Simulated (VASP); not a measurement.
# Sb (Pm-3m) in VASP: further runs

Runs on Sb. Level: r2SCAN. Tasks: single point.

All numbers are computed with VASP 6.6.1; they aren't measurements. Logs are shortened: lines on timing, memory, paths and dates and some standing lists are left out, and cuts for length are marked.

## Step 1: The cell of the first run

It takes space group Pm-3m (No. 221, cubic). The conventional cell has a = 3.085 Å, b = 3.085 Å, c = 3.085 Å, α = 90.00°, β = 90.00°, γ = 90.00°. Within 4.1 Å of Sb (site symmetry m-3m) lie 6 Sb at 3.09 Å.

## Step 2: Single point, r2SCAN

POSCAR

```
Sb
1.0
    3.0852029072      0.0000000000      0.0000000000
    0.0000000000      3.0852029072      0.0000000000
    0.0000000000      0.0000000000      3.0852029072
Sb
1
Direct
    0.0000000000      0.0000000000      0.0000000000
```

INCAR.step1

```
SYSTEM = Sb
PREC = Accurate ; ENCUT = 550
ISMEAR = -1 ; SIGMA = 0.1
LREAL = .False. ; LASPH = .True.
NELM = 120 ; NBANDS = 8
GGA = PE ; ALGO = Normal
EDIFF = 1E-5 ; LWAVE = .True.
LCHARG = .False. ; GGA_COMPAT = .False.
```

INCAR.step2

```
SYSTEM = Sb
PREC = Accurate ; ENCUT = 550
EDIFF = 1E-6 ; ISMEAR = -1
SIGMA = 0.1 ; LREAL = .False.
LASPH = .True. ; NELM = 120
ALGO = Normal ; ISIF = 2
LWAVE = .False. ; LCHARG = .False.
METAGGA = R2SCAN ; LMIXTAU = .True.
NBANDS = 8 ; ISTART = 1
GGA_COMPAT = .False.
```

KPOINTS

```
regular mesh
0
Gamma
  7 7 7
  0 0 0
```

Potentials or basis: VASP PAW PBE potentials, release 64 (Sb).

Launch:

```sh
cat potpaw_PBE.64/Sb/POTCAR > POTCAR
cp INCAR.step1 INCAR
mpirun -np 1 vasp_std > vasp.out
cp INCAR.step2 INCAR
mpirun -np 1 vasp_std > vasp.out
```

OUTCAR:

```text
SYSTEM = Sb
   PREC = Accurate
   ENCUT = 550
   EDIFF = 1E-6
   ISMEAR = -1
   LREAL = .False.
   LASPH = .True.
   NELM = 120
   ISIF = 2
   METAGGA = R2SCAN
   ISTART = 1

 ion  position               nearest neighbor table
   1  0.000  0.000  0.000-

  LATTYP: Found a simple cubic cell.
 ALAT       =     3.0852029072

  Lattice vectors:

 A1 = (   3.0852029072,   0.0000000000,   0.0000000000)
 A2 = (   0.0000000000,   3.0852029072,   0.0000000000)
 A3 = (   0.0000000000,   0.0000000000,   3.0852029072)

Analysis of symmetry for initial positions (statically):
=====================================================================
 Subroutine PRICEL returns:
 Original cell was already a primitive cell.

 Routine SETGRP: Setting up the symmetry group for a
 simple cubic supercell.

 Subroutine GETGRP returns: Found 48 space group operations
 (whereof 48 operations were pure point group operations)
 out of a pool of 48 trial point group operations.

The static configuration has the point symmetry O_h .

Analysis of symmetry for dynamics (positions and initial velocities):
=====================================================================
 Subroutine PRICEL returns:
 Original cell was already a primitive cell.

 Routine SETGRP: Setting up the symmetry group for a
 simple cubic supercell.

 Subroutine GETGRP returns: Found 48 space group operations
 (whereof 48 operations were pure point group operations)
 out of a pool of 48 trial point group operations.

The dynamic configuration has the point symmetry O_h .

 Subroutine INISYM returns: Found 48 space group operations
 (whereof 48 operations are pure point group operations),
 and found     1 'primitive' translations

----------------------------------------------------------------------------------------

                                     Primitive cell

  volume of cell :      29.3664

  direct lattice vectors                    reciprocal lattice vectors
     3.085202907  0.000000000  0.000000000     0.324127790  0.000000000  0.000000000
     0.000000000  3.085202907  0.000000000     0.000000000  0.324127790  0.000000000
     0.000000000  0.000000000  3.085202907     0.000000000  0.000000000  0.324127790

  length of vectors
     3.085202907  3.085202907  3.085202907     0.324127790  0.324127790  0.324127790

[... 71 lines left out ...]
   ENCUT  =  550.0 eV  40.42 Ry    6.36 a.u.   5.90  5.90  5.90*2*pi/ulx,y,z
   NELM   =    120;   NELMIN=  2; NELMDL=  0     # of ELM steps
   EDIFF  = 0.1E-05   stopping-criterion for ELM
   LREAL  =      F    real-space projection
   EDIFFG = 0.1E-04   stopping-criterion for IOM
   NSW    =      0    number of steps for IOM
   IBRION =     -1    ionic relax: 0-MD 1-quasi-New 2-CG
   NFREE  =      0    steps in history (QN), initial steepest desc. (CG)
   ISIF   =      2    stress and relaxation
   ISYM   =      2    0-nonsym 1-usesym 2-fastsym
   POTIM  = 0.5000    time-step for ionic-motion
   TEBEG  =    0.0;   TEEND  =   0.0 temperature during run
   PSTRESS=    0.0 pullay stress
   NELECT =       5.0000    total number of electrons
   NUPDOWN=      -1.0000    fix difference up-down
   EMIN   =  10.00;   EMAX   =-10.00  energy-range for DOS
   EFERMI =   0.00;   METHOD = LEGACY
   ISMEAR =    -1;   SIGMA  =   0.10  broadening in eV -4-tet -1-fermi 0-gaus
   EFERMI_NEDOS =   21; number of points for ismear=-14 and -15
   IALGO  =     38    algorithm
   IMIX   =      4    mixing-type and parameters
     AMIX     =   0.40;   BMIX     =  1.00
     AMIX_MAG =   1.60;   BMIX_MAG =  1.00
  volume/ion in A,a.u.               =      29.37       198.17
  Fermi-wavevector in a.u.,A,eV,Ry     =   0.907363  1.714668 11.201782  0.823308
  Thomas-Fermi vector in A             =   2.031161
   LORBIT       =      0    0 simple, 1 ext, 2 COOP (PROOUT), +10 PAW based schemes
   METAGGA = R2SCAN    functional components
   LHFCALC =     F    Hartree Fock is set to
   AEXX    =    0.0000 exact exchange contribution
   IVDW    =     0    specifies the selected vdW correction
   LEPSILON=     F    determine dielectric tensor
   LRPA    =     F    only Hartree local field effects (RPA)
 non-spin polarized calculation
  energy-cutoff  :      550.00
  volume of cell :       29.37
 maximum number of plane-waves:       876
 NGX is ok and might be reduce to    24
   NGX = 11   NGY = 11   NGZ = 11

 number of electron       4.9999999 magnetization

 Free energy of the ion-electron system (eV)
  ---------------------------------------------------
  ext. energy  EPLUGINS =         0.00000000
  ---------------------------------------------------
  free energy    TOTEN  =       -25.67954084 eV

  energy without entropy =      -25.66374327  energy(sigma->0) =      -25.67164206

 E-fermi :   7.0208     XC(G=0): -10.1773

 val. band max:        6.7326199287   @ k =   0.4286   0.2857   0.1429
 cond. band min:       7.0716801355   @ k =   0.4286   0.2857   0.2857
 fundamental gap:      0.3390602068
 Fermi energy:         7.0208449204

 k-point     1 :       0.0000    0.0000    0.0000
  band No.  band energies     occupation
      1      -5.8385      2.00000
      2      10.7460      0.00000
      3      10.7460      0.00000
      4      10.7460      0.00000
      5      14.5217      0.00000
      6      14.5217      0.00000
      7      16.5062      0.00000
      8      25.8065      0.00000
[... 199 lines left out ...]
 k-point    20 :       0.4286    0.4286    0.4286
  band No.  band energies     occupation
      1       1.7062      2.00000
      2       5.4797      2.00000
      3       5.4797      2.00000
      4       6.1766      1.99957
      5      12.3691      0.00000
      6      12.8505      0.00000
      7      12.8505      0.00000
      8      16.1949      0.00000

------------------------ aborting loop because EDIFF is reached ----------------------------------------

  FORCE on cell =-STRESS in cart. coord.  units (eV):
  Direction    XX          YY          ZZ          XY          YZ          ZX
  --------------------------------------------------------------------------------------
  -------------------------------------------------------------------------------------
  Total        0.0360482      0.0360482      0.0360482     -0.0000000     -0.0000000      0.0000000
  in kB        1.9667221      1.9667221      1.9667221     -0.0000000     -0.0000000      0.0000000
  external PRESSURE =       1.9667221 kB  Pullay stress =       0.0000000 kB

 VOLUME and BASIS-vectors are now :
 -----------------------------------------------------------------------------
  energy-cutoff  :      550.00
  volume of cell :       29.37
      direct lattice vectors                 reciprocal lattice vectors
     3.085202907  0.000000000  0.000000000     0.324127790  0.000000000  0.000000000
     0.000000000  3.085202907  0.000000000     0.000000000  0.324127790  0.000000000
     0.000000000  0.000000000  3.085202907     0.000000000  0.000000000  0.324127790

 POSITION                                       TOTAL-FORCE (eV/Angst)
 -----------------------------------------------------------------------------------
      0.00000      0.00000      0.00000         0.000000      0.000000      0.000000
 -----------------------------------------------------------------------------------
    total drift:                               -0.000000      0.000000      0.000000

  FREE ENERGIE OF THE ION-ELECTRON SYSTEM (eV)
  ---------------------------------------------------
  free  energy   TOTEN  =       -25.6795408450 eV

  energy  without entropy=      -25.6637432704  energy(sigma->0) =      -25.67164206
```

Wall time 22 s (1 thread of AMD EPYC 7R43 (Zen 3), shared host); peak memory 0.11 GiB.

What came out:

| Item | Value |
| --- | --- |
| Free energy | -25.6795 eV |
| Pressure | 0.2 GPa |

Caveat: the PAW data sets were made with another functional, which shifts forces and pressure a little; spin-orbit coupling is left out, which moves the levels of the heavy elements.

## Step 3: Single point, r2SCAN

This run uses another cell than the first one, of 29.66 Å³/atom, 1.010 times its volume.

POSCAR

```
Sb
1.0
    3.0955560147      0.0000000000      0.0000000000
    0.0000000000      3.0955560147      0.0000000000
    0.0000000000      0.0000000000      3.0955560147
Sb
1
Direct
    0.0000000000      0.0000000000      0.0000000000
```

INCAR.step1

```
SYSTEM = Sb
  ALGO = Normal
  EDIFF = 1E-5
  ENCUT = 550
  GGA = PE
  GGA_COMPAT = .False.
  ISMEAR = -1
  LASPH = .True.
  LCHARG = .False.
  LREAL = .False.
  LWAVE = .True.
  NBANDS = 8
  NELM = 120
  PREC = Accurate
  SIGMA = 0.1
```

INCAR.step2

```
SYSTEM = Sb
  ALGO = Normal
  EDIFF = 1E-6
  ENCUT = 550
  GGA_COMPAT = .False.
  ISIF = 2
  ISMEAR = -1
  ISTART = 1
  LASPH = .True.
  LCHARG = .False.
  LMIXTAU = .True.
  LREAL = .False.
  LWAVE = .False.
  METAGGA = R2SCAN
  NBANDS = 8
  NELM = 120
  PREC = Accurate
  SIGMA = 0.1
```

KPOINTS

```
k-points
0
Gamma
  6 6 6
  0 0 0
```

Potentials or basis: VASP PAW PBE potentials, release 64 (Sb).

Launch:

```sh
cat potpaw_PBE.64/Sb/POTCAR > POTCAR
cp INCAR.step1 INCAR
mpirun -np 1 vasp_std > vasp.out
cp INCAR.step2 INCAR
mpirun -np 1 vasp_std > vasp.out
```

It took 23 s on 1 thread of AMD EPYC 7R43 (Zen 3), shared host; peak memory 0.1 GiB.

Results (log left out):

```
Free energy : -25.6749 eV
Pressure    : 0.0 GPa
```

Levels at points of the mesh, in eV from the Fermi level:
| k point | band 1 | band 2 | band 3 | band 4 | band 5 | band 6 | band 7 |
| --- | --- | --- | --- | --- | --- | --- | --- |
| (0.00, 0.00, 0.00) | -13.30 | 3.17 | 3.17 | 3.17 | 6.97 | 6.97 | 8.89 |
| (0.50, 0.00, 0.00) | -10.71 | -6.19 | 5.33 | 5.33 | 9.07 | 11.06 | 11.72 |
| (0.50, 0.50, 0.00) | -7.91 | -4.10 | -4.10 | 2.17 | 7.56 | 13.27 | 13.66 |
| (0.50, 0.50, 0.50) | -4.70 | -2.10 | -2.10 | -2.10 | 4.88 | 4.88 | 4.88 |

Caveat: the PAW data sets were made with another functional, which shifts forces and pressure a little; spin-orbit coupling is left out, which moves the levels of the heavy elements.
